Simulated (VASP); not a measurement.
Here is a VASP 6.6.1 calculation.

The input INCAR:

```
SYSTEM = FeO
PREC = Accurate
ENCUT = 600
EDIFF = 1E-6
ISMEAR = -1
SIGMA = 0.15
LREAL = .False.
LASPH = .True.
NELM = 200
ALGO = Normal
ISIF = 2
LWAVE = .False.
LCHARG = .False.
ISPIN = 2
MAGMOM = 3.84 0.45
LORBIT = 11
NUPDOWN = 4.2
LMAXMIX = 4
GGA = CA
NBANDS = 18
GGA_COMPAT = .False.
```

File KPOINTS:

```
regular mesh
0
Gamma
  13 13 13
  0 0 0
```

File POSCAR:

```
FeO
1.0
    0.0000000000      2.1554000000      2.1554000000
    2.1554000000      0.0000000000      2.1554000000
    2.1554000000      2.1554000000      0.0000000000
Fe O
1 1
Direct
    0.0000000000      0.0000000000      0.0000000000
    0.5000000000      0.5000000000      0.5000000000
```

Potentials or basis: VASP PAW LDA potentials, release 64 (Fe, O).

The run is started by

```console
$ cat potpaw_LDA.64/Fe/POTCAR potpaw_LDA.64/O/POTCAR > POTCAR
$ mpirun -np 1 vasp_std > vasp.out
```

(1) What does it give for the pressure?

## Answers

(1) -10.2 GPa.

Caveat: the cell stands under tension; the total moment is fixed, so each spin has its own Fermi level; a cell with one magnetic atom can't hold antiferromagnetic order, which such compounds often take.
